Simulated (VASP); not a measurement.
The system is AgI.

```
Ag I
1.0
    -2.32432    2.32432    3.29075
     2.32432   -2.32432    3.29075
     2.32432    2.32432   -3.29075
Ag I
1 1
Direct
  0.25000 0.75000 0.50000
  0.00000 0.00000 0.00000
```

Base run:

- Program: VASP 6.6.1
- Functional: r2SCAN
- Potentials or basis: VASP PAW PBE potentials, release 64 (Ag, I)
- Cutoff: 550 eV
- k mesh: 8 × 8 × 8
- Occupations: gaussian, width 0.01 eV
- Spin: no spin polarisation

Its results: band gap on the k mesh 1.79 eV, direct; pressure -0.1 GPa.

Task: The run is repeated on the same cell with these changes: functional from r2SCAN to PBE; cutoff from 550 eV to 500 eV. What comes out?

Result: Band gap on the k mesh 1.34 eV, direct; pressure 0.6 GPa.

r2SCAN gives the wider gap, since meta-GGAs in the generalised Kohn-Sham scheme recover part of the derivative discontinuity.

Caveats: spin-orbit coupling is left out, which moves the levels of the heavy elements; the PAW data sets were made with another functional, which shifts forces and pressure a little (some runs).

